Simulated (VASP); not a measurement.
Crystal: Bi.

```
CELL_PARAMETERS angstrom
3.28099 0.00000 0.00000
0.00000 3.26404 0.00000
-0.08151 0.00000 6.52869
ATOMIC_POSITIONS crystal
Bi 0.54425 0.00000 0.74958
Bi 0.45575 0.00000 0.25042
```

Base run:

```yaml
Program: VASP 6.6.1
Functional: PBE
Potentials_or_basis: VASP PAW PBE potentials, release 64 (Bi_d)
Cutoff: 520 eV
k_mesh: 8 × 8 × 4
Occupations: fermi-dirac, width 0.05 eV
Spin: no spin polarisation
```

Its results: band gap on the k mesh zero (band 15 reaches 10.13 eV, above the bottom of band 16 at 4.08 eV); pressure 0.1 GPa; largest force 0.016 eV/Å.

Question: The run is repeated on the same cell with these changes: functional from PBE to LDA; potentials or basis from VASP PAW PBE potentials, release 64 (Bi_d) to VASP PAW LDA potentials, release 64 (Bi_d). What comes out?

Answer: Band gap on the k mesh zero (band 15 reaches 9.84 eV, above the bottom of band 16 at 3.82 eV); pressure -3.4 GPa; largest force 0.028 eV/Å.

Caveats: spin-orbit coupling is left out, which moves the levels of the heavy elements.
